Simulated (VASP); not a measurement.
# LaFeGe (P-6m2) in VASP: a series of runs

LaFeGe is run at these levels: PBE; tasks: single point.

All numbers are computed with VASP 6.6.1; they aren't measurements. Logs are shortened: lines on timing, memory, paths and dates and some standing lists are left out, and cuts for length are marked.

### Step 1. The cell of the first run

It takes space group P-6m2 (No. 187, hexagonal). The conventional cell has a = 4.232 Å, b = 4.232 Å, c = 4.286 Å, α = 90.00°, β = 90.00°, γ = 120.00°. Within 4.3 Å of La (site symmetry -6m2) lie 6 Ge at 3.25 Å and 6 Fe at 3.25 Å and 8 La at 4.23 to 4.29 Å. Ge (site symmetry -6m2) has 3 Fe at 2.44 Å and 6 La at 3.25 Å within 3.3 Å. Fe (site symmetry -6m2) has 3 Ge at 2.44 Å and 6 La at 3.25 Å within 3.3 Å.

### Step 2. Single point, PBE, collinear spin, ferromagnetic start

INCAR

```
SYSTEM = LaFeGe
  PREC = Accurate
  ENCUT = 600
  EDIFF = 1E-6
  ISMEAR = -1
  SIGMA = 0.05
  LREAL = .FALSE.
  LASPH = .TRUE.
  NELM = 200
  ALGO = Normal
  ISIF = 2
  LWAVE = .FALSE.
  LCHARG = .TRUE.
  ISPIN = 2
  MAGMOM = 0 0 4.5
  LORBIT = 11
  NUPDOWN = 4.5
  LMAXMIX = 6
  GGA = PE
  LELF = .TRUE.
  LVHAR = .TRUE.
  NBANDS = 32
  GGA_COMPAT = .FALSE.
```

KPOINTS

```
regular mesh
0
G
  6 6 5
  0 0 0
```

POSCAR

```
LaFeGe
1.0
    4.2318077991      0.0000000000      0.0000000000
   -2.1159038996      3.6648530580      0.0000000000
    0.0000000000      0.0000000000      4.2857840000
La Ge Fe
1 1 1
Direct
    0.0000000000      0.0000000000      0.0000000000
    0.6666666667      0.3333333333      0.5000000000
    0.3333333333      0.6666666667      0.5000000000
```

Potentials or basis: VASP PAW PBE potentials, release 64 (La, Ge_d, Fe_sv).

The run is started by

```console
cat potpaw_PBE.64/La/POTCAR potpaw_PBE.64/Ge_d/POTCAR potpaw_PBE.64/Fe_sv/POTCAR > POTCAR
mpirun -np 1 vasp_std > vasp.out
```

OUTCAR:

```text
SYSTEM = LaFeGe
   PREC = Accurate
   ENCUT = 600
   EDIFF = 1E-6
   ISMEAR = -1
   LREAL = .FALSE.
   LASPH = .TRUE.
   NELM = 200
   ISIF = 2
   ISPIN = 2
   LORBIT = 11
   NUPDOWN = 4.5
   GGA = PE

 ion  position               nearest neighbor table
   1  0.000  0.000  0.000-   2 3.25   2 3.25   2 3.25   2 3.25   2 3.25   2 3.25
   2  0.667  0.333  0.500-   3 2.44   3 2.44   3 2.44   1 3.25   1 3.25   1 3.25   1 3.25   1 3.25
                             1 3.25
   3  0.333  0.667  0.500-   2 2.44   2 2.44   2 2.44

  LATTYP: Found a hexagonal cell.
 ALAT       =     4.2318077991
 C/A-ratio  =     1.0127548801

  Lattice vectors:

 A1 = (   4.2318077991,   0.0000000000,   0.0000000000)
 A2 = (  -2.1159038996,   3.6648530580,   0.0000000000)
 A3 = (   0.0000000000,   0.0000000000,   4.2857840000)

Analysis of symmetry for initial positions (statically):
=====================================================================
 Subroutine PRICEL returns:
 Original cell was already a primitive cell.

 Routine SETGRP: Setting up the symmetry group for a
 hexagonal supercell.

 Subroutine GETGRP returns: Found 12 space group operations
 (whereof 12 operations were pure point group operations)
 out of a pool of 24 trial point group operations.

The static configuration has the point symmetry D_3h.

Analysis of symmetry for dynamics (positions and initial velocities):
=====================================================================
 Subroutine PRICEL returns:
 Original cell was already a primitive cell.

 Routine SETGRP: Setting up the symmetry group for a
 hexagonal supercell.

 Subroutine GETGRP returns: Found 12 space group operations
 (whereof 12 operations were pure point group operations)
 out of a pool of 24 trial point group operations.

The dynamic configuration has the point symmetry D_3h.

Analysis of structural, dynamic, and magnetic symmetry:
=====================================================================
 Subroutine PRICEL returns:
 Original cell was already a primitive cell.

 Routine SETGRP: Setting up the symmetry group for a
 hexagonal supercell.

 Subroutine GETGRP returns: Found 12 space group operations
 (whereof 12 operations were pure point group operations)
 out of a pool of 24 trial point group operations.

The overall configuration has the point symmetry D_3h.

 Subroutine INISYM returns: Found 12 space group operations
 (whereof 12 operations are pure point group operations),
 and found     1 'primitive' translations

----------------------------------------------------------------------------------------

                                     Primitive cell

  volume of cell :      66.4680

  direct lattice vectors                    reciprocal lattice vectors
     4.231807799  0.000000000  0.000000000     0.236305628  0.136431118  0.000000000
    -2.115903900  3.664853058  0.000000000     0.000000000  0.272862236  0.000000000
     0.000000000  0.000000000  4.285784000     0.000000000  0.000000000  0.233329538

  length of vectors
     4.231807799  4.231807799  4.285784000     0.272862236  0.272862236  0.233329538

  position of ions in fractional coordinates (direct lattice)
     0.000000000  0.000000000  0.000000000
     0.666666667  0.333333333  0.500000000
     0.333333333  0.666666667  0.500000000

  ion indices of the primitive-cell ions
   primitive index   ion index
                 1           1
                 2           2
                 3           3

----------------------------------------------------------------------------------------

 KPOINTS: regular mesh

Automatic generation of k-mesh.
 Grid dimensions read from file:
 generate k-points for:    6    6    5

 Generating k-lattice:

  Cartesian coordinates                     Fractional coordinates (reciprocal lattice)
     0.039384271  0.022738520  0.000000000     0.166666667  0.000000000  0.000000000
     0.000000000  0.045477039  0.000000000     0.000000000  0.166666667  0.000000000
     0.000000000  0.000000000  0.046665908     0.000000000  0.000000000  0.200000000

  Length of vectors
     0.045477039  0.045477039  0.046665908

  Shift w.r.t. Gamma in fractional coordinates (k-lattice)
     0.000000000  0.000000000  0.000000000

 Subroutine IBZKPT returns following result:
 ===========================================

 Found     21 irreducible k-points:

 Following reciprocal coordinates:
            Coordinates               Weight
  0.000000  0.000000  0.000000      1.000000
  0.166667 -0.000000  0.000000      6.000000
  0.333333 -0.000000  0.000000      6.000000
  0.500000 -0.000000  0.000000      3.000000
  0.166667  0.166667  0.000000      6.000000
  0.333333  0.166667  0.000000     12.000000
[... 13 lines left out ...]
  0.333333  0.166667  0.400000     24.000000
  0.333333  0.333333  0.400000      4.000000
   k-points           NKPTS =     21   k-points in BZ     NKDIM =     21   number of bands    NBANDS=     32
   number of dos      NEDOS =    301   number of ions     NIONS =      3
   total plane-waves  NPLWV =  46656
   dimension x,y,z NGX =    36 NGY =   36 NGZ =   36
   dimension x,y,z NGXF=    72 NGYF=   72 NGZF=   72
   ions per type =               1   1   1
   NGX,Y,Z   is equivalent  to a cutoff of  14.14, 14.14, 13.96 a.u.
   NGXF,Y,Z  is equivalent  to a cutoff of  28.29, 28.29, 27.93 a.u.
 SYSTEM =  LaFeGe
   PREC   = accura    normal or accurate (medium, high low for compatibility)
   ISTART =      0    job   : 0-new  1-cont  2-samecut
   ICHARG =      2    charge: 1-file 2-atom 10-const
   ISPIN  =      2    spin polarized calculation?
   LNONCOLLINEAR =      F non collinear calculations
   LSORBIT =      F    spin-orbit coupling
   LASPH  =      T    aspherical Exc in radial PAW
   ENCUT  =  600.0 eV  44.10 Ry    6.64 a.u.   8.45  8.45  8.56*2*pi/ulx,y,z
   NELM   =    200;   NELMIN=  2; NELMDL= -5     # of ELM steps
   EDIFF  = 0.1E-05   stopping-criterion for ELM
   LREAL  =      F    real-space projection
   EDIFFG = 0.1E-04   stopping-criterion for IOM
   NSW    =      0    number of steps for IOM
   IBRION =     -1    ionic relax: 0-MD 1-quasi-New 2-CG
   NFREE  =      0    steps in history (QN), initial steepest desc. (CG)
   ISIF   =      2    stress and relaxation
   ISYM   =      2    0-nonsym 1-usesym 2-fastsym
   POTIM  = 0.5000    time-step for ionic-motion
   TEBEG  =    0.0;   TEEND  =   0.0 temperature during run
   PSTRESS=    0.0 pullay stress
   NELECT =      41.0000    total number of electrons
   NUPDOWN=       4.5000    fix difference up-down
   EMIN   =  10.00;   EMAX   =-10.00  energy-range for DOS
   EFERMI =   0.00;   METHOD = LEGACY
   ISMEAR =    -1;   SIGMA  =   0.05  broadening in eV -4-tet -1-fermi 0-gaus
   EFERMI_NEDOS =   21; number of points for ismear=-14 and -15
   IALGO  =     38    algorithm
   IMIX   =      4    mixing-type and parameters
     AMIX     =   0.40;   BMIX     =  1.00
     AMIX_MAG =   1.60;   BMIX_MAG =  1.00
  volume/ion in A,a.u.               =      22.16       149.52
  Fermi-wavevector in a.u.,A,eV,Ry     =   1.393580  2.633484 26.423396  1.942065
  Thomas-Fermi vector in A             =   2.517212
   LORBIT       =     11    0 simple, 1 ext, 2 COOP (PROOUT), +10 PAW based schemes
   GGA     = PE    functional components
   LHFCALC =     F    Hartree Fock is set to
   AEXX    =    0.0000 exact exchange contribution
   IVDW    =     0    specifies the selected vdW correction
   LEPSILON=     F    determine dielectric tensor
   LRPA    =     F    only Hartree local field effects (RPA)
 spin polarized calculation
  energy-cutoff  :      600.00
  volume of cell :       66.47
 maximum number of plane-waves:      2255
 NGX is ok and might be reduce to    36
   NGX = 17   NGY = 17   NGZ = 17

 number of electron      40.9999992 magnetization       4.5000000

 Free energy of the ion-electron system (eV)
  ---------------------------------------------------
  ext. energy  EPLUGINS =         0.00000000
  ---------------------------------------------------
  free energy    TOTEN  =       -18.17447248 eV

  energy without entropy =      -18.12564317  energy(sigma->0) =      -18.15005782

 E-fermi :   7.5747     XC(G=0): -10.7863

 val. band max:        8.9334718545   @ k =   0.1667  -0.0000   0.4000
 cond. band min:       7.5839466338   @ k =   0.0000   0.0000   0.2000
 fundamental gap:     -1.3495252207
 Fermi energy:         8.9379670361

 spin component 1

 k-point     1 :       0.0000    0.0000    0.0000
  band No.  band energies     occupation
      1     -81.1133      1.00000
      2     -47.1567      1.00000
      3     -47.1491      1.00000
      4     -47.1491      1.00000
      5     -24.1378      1.00000
      6     -15.6532      1.00000
[... 24 lines left out ...]
     31      11.4093      0.00000
     32      11.6560      0.00000
[... 668 lines left out ...]
      1     -81.1133      1.00000
      2     -47.1573      1.00000
      3     -47.1494      1.00000
      4     -47.1493      1.00000
      5     -24.0851      1.00000
      6     -15.6471      1.00000
[... 24 lines left out ...]
     31      12.4369      0.00000
     32      12.5528      0.00000
 Fermi energy:         7.5746910476

 spin component 2

 k-point     1 :       0.0000    0.0000    0.0000
  band No.  band energies     occupation
      1     -77.7945      1.00000
      2     -43.9219      1.00000
      3     -43.9219      1.00000
      4     -43.8700      1.00000
      5     -23.9533      1.00000
      6     -15.6145      1.00000
[... 24 lines left out ...]
     31      11.9365      0.00000
     32      12.1578      0.00000
[... 669 lines left out ...]
      2     -43.9223      1.00000
      3     -43.9221      1.00000
      4     -43.8705      1.00000
      5     -23.9037      1.00000
      6     -15.6089      1.00000
[... 24 lines left out ...]
     31      12.9452      0.00000
     32      13.0093      0.00000

------------------------ aborting loop because EDIFF is reached ----------------------------------------

  FORCE on cell =-STRESS in cart. coord.  units (eV):
  Direction    XX          YY          ZZ          XY          YZ          ZX
  --------------------------------------------------------------------------------------
  -------------------------------------------------------------------------------------
  Total        1.3916400      1.3916400      1.1273238     -0.0000000     -0.0000000      0.0000000
  in kB       33.5447611     33.5447611     27.1735573     -0.0000000     -0.0000000      0.0000000
  external PRESSURE =      31.4210265 kB  Pullay stress =       0.0000000 kB

 VOLUME and BASIS-vectors are now :
 -----------------------------------------------------------------------------
  energy-cutoff  :      600.00
  volume of cell :       66.47
      direct lattice vectors                 reciprocal lattice vectors
     4.231807799  0.000000000  0.000000000     0.236305628  0.136431118  0.000000000
    -2.115903900  3.664853058  0.000000000     0.000000000  0.272862236  0.000000000
     0.000000000  0.000000000  4.285784000     0.000000000  0.000000000  0.233329538

 POSITION                                       TOTAL-FORCE (eV/Angst)
 -----------------------------------------------------------------------------------
      0.00000      0.00000      0.00000         0.000000     -0.000000      0.000000
      2.11590      1.22162      2.14289        -0.000000      0.000000      0.000000
     -0.00000      2.44324      2.14289         0.000000      0.000000      0.000000
 -----------------------------------------------------------------------------------
    total drift:                                0.000004     -0.000002     -0.000000

  FREE ENERGIE OF THE ION-ELECTRON SYSTEM (eV)
  ---------------------------------------------------
  free  energy   TOTEN  =       -18.1744724774 eV

  energy  without entropy=      -18.1256431722  energy(sigma->0) =      -18.15005782

 total charge

# of ion       s       p       d       f       tot
--------------------------------------------------
    1        2.021   5.635   0.776   0.122   8.554
    2        1.127   1.329  10.012   0.000  12.468
    3        2.182   6.018   5.483   0.000  13.683
--------------------------------------------------
tot          5.330  12.981  16.272   0.122  34.705

 magnetization (x)

# of ion       s       p       d       f       tot
--------------------------------------------------
    1        0.004   0.033   0.272   0.051   0.360
    2       -0.001   0.089   0.027   0.000   0.114
    3        0.024   0.043   2.774   0.000   2.841
--------------------------------------------------
tot          0.026   0.165   3.073   0.051   3.315
```

Wall time 11 min (1 thread of Intel Xeon Platinum 8259CL at 2.50GHz (Skylake/Cascade Lake), shared host); peak memory 0.33 GiB.

What came out:

| Item | Value |
| --- | --- |
| Free energy | -18.1745 eV |
| Pressure | 3.1 GPa |
| Net moment | 4.50 μB per cell |
| Site moments | La +0.36; Ge +0.11; Fe +2.84 μB |
| Valence electrons inside the program's atomic spheres | La 8.55; Ge 12.47; Fe 13.68 |

Caveat: the cell stands under pressure; spin-orbit coupling is left out, which moves the levels of the heavy elements; the total moment is fixed, so each spin has its own Fermi level.

### Step 3. Single point, PBE, collinear spin, ferromagnetic start

INCAR

```
ALGO = Normal
EDIFF = 1E-6
ENCUT = 600
GGA = PE
GGA_COMPAT = False
ISIF = 2
ISMEAR = -1
ISPIN = 2
LASPH = True
LCHARG = False
LMAXMIX = 6
LORBIT = 11
LREAL = False
LWAVE = False
MAGMOM = 0 0 3.8
NBANDS = 32
NELM = 200
NUPDOWN = 3.8
PREC = Accurate
SIGMA = 0.05
```

KPOINTS

```
k-points
0
Gamma
  6 6 5
```

POSCAR is that of step 2.

Potentials or basis: VASP PAW PBE potentials, release 64 (La, Ge_d, Fe_sv).

The run is started by

```console
cat potpaw_PBE.64/La/POTCAR potpaw_PBE.64/Ge_d/POTCAR potpaw_PBE.64/Fe_sv/POTCAR > POTCAR
mpirun -np 1 vasp_std > vasp.out
```

OUTCAR:

```text
EDIFF = 1E-6
   ENCUT = 600
   GGA = PE
   ISIF = 2
   ISMEAR = -1
   ISPIN = 2
   LASPH = True
   LORBIT = 11
   LREAL = False
   NELM = 200
   NUPDOWN = 3.8
   PREC = Accurate

 ion  position               nearest neighbor table
   1  0.000  0.000  0.000-   2 3.25   2 3.25   2 3.25   2 3.25   2 3.25   2 3.25
   2  0.667  0.333  0.500-   3 2.44   3 2.44   3 2.44   1 3.25   1 3.25   1 3.25   1 3.25   1 3.25
                             1 3.25
   3  0.333  0.667  0.500-   2 2.44   2 2.44   2 2.44

  LATTYP: Found a hexagonal cell.
 ALAT       =     4.2318077991
 C/A-ratio  =     1.0127548801

  Lattice vectors:

 A1 = (   4.2318077991,   0.0000000000,   0.0000000000)
 A2 = (  -2.1159038996,   3.6648530580,   0.0000000000)
 A3 = (   0.0000000000,   0.0000000000,   4.2857840000)

Analysis of symmetry for initial positions (statically):
=====================================================================
[... 1667 lines left out ...]

  FORCE on cell =-STRESS in cart. coord.  units (eV):
  Direction    XX          YY          ZZ          XY          YZ          ZX
  --------------------------------------------------------------------------------------
  -------------------------------------------------------------------------------------
  Total        1.1226965      1.1226965      0.2183920     -0.0000000     -0.0000000     -0.0000000
  in kB       27.0620167     27.0620167      5.2642270     -0.0000000     -0.0000000     -0.0000000
  external PRESSURE =      19.7960868 kB  Pullay stress =       0.0000000 kB

 VOLUME and BASIS-vectors are now :
 -----------------------------------------------------------------------------
  energy-cutoff  :      600.00
  volume of cell :       66.47
      direct lattice vectors                 reciprocal lattice vectors
     4.231807799  0.000000000  0.000000000     0.236305628  0.136431118  0.000000000
    -2.115903900  3.664853058  0.000000000     0.000000000  0.272862236  0.000000000
     0.000000000  0.000000000  4.285784000     0.000000000  0.000000000  0.233329538

 POSITION                                       TOTAL-FORCE (eV/Angst)
 -----------------------------------------------------------------------------------
      0.00000      0.00000      0.00000         0.000000     -0.000000      0.000000
      2.11590      1.22162      2.14289        -0.000000      0.000000      0.000000
     -0.00000      2.44324      2.14289         0.000000      0.000000      0.000000
 -----------------------------------------------------------------------------------
    total drift:                                0.000001     -0.000000     -0.000000

  FREE ENERGIE OF THE ION-ELECTRON SYSTEM (eV)
  ---------------------------------------------------
  free  energy   TOTEN  =       -18.5180074946 eV

  energy  without entropy=      -18.4706218429  energy(sigma->0) =      -18.49431467

 total charge

# of ion       s       p       d       f       tot
--------------------------------------------------
    1        2.024   5.641   0.743   0.124   8.532
    2        1.126   1.332  10.011   0.000  12.470
    3        2.180   6.011   5.521   0.000  13.712
--------------------------------------------------
tot          5.330  12.985  16.274   0.124  34.713

 magnetization (x)

# of ion       s       p       d       f       tot
--------------------------------------------------
    1        0.002   0.027   0.149   0.033   0.211
    2       -0.001   0.073   0.018   0.000   0.091
    3        0.021   0.035   2.576   0.000   2.632
--------------------------------------------------
tot          0.023   0.135   2.743   0.033   2.934
```

stdout:

```text
POSCAR found type information on POSCAR LaGeFe
 POSCAR found :  3 types and       3 ions
 scaLAPACK will be used
 LDA part: xc-table for (Slater+PW92), standard interpolation
 POSCAR, INCAR and KPOINTS ok, starting setup
 FFT: planning ... GRIDC
 FFT: planning ... GRID_SOFT
 FFT: planning ... GRID
 WAVECAR not read
 entering main loop
```

Wall time 1.9 min (1 thread of Intel Xeon 6975P-C (Granite Rapids), shared host); peak memory 0.31 GiB.

What came out:

| Property | Result |
| --- | --- |
| Free energy | -18.5180 eV |
| Pressure | 2.0 GPa |
| Net moment | 3.80 μB per cell |
| Site moments | La +0.21; Ge +0.09; Fe +2.63 μB |
| Valence electrons inside the program's atomic spheres | La 8.53; Ge 12.47; Fe 13.71 |

Caveat: spin-orbit coupling is left out, which moves the levels of the heavy elements; the total moment is fixed, so each spin has its own Fermi level.
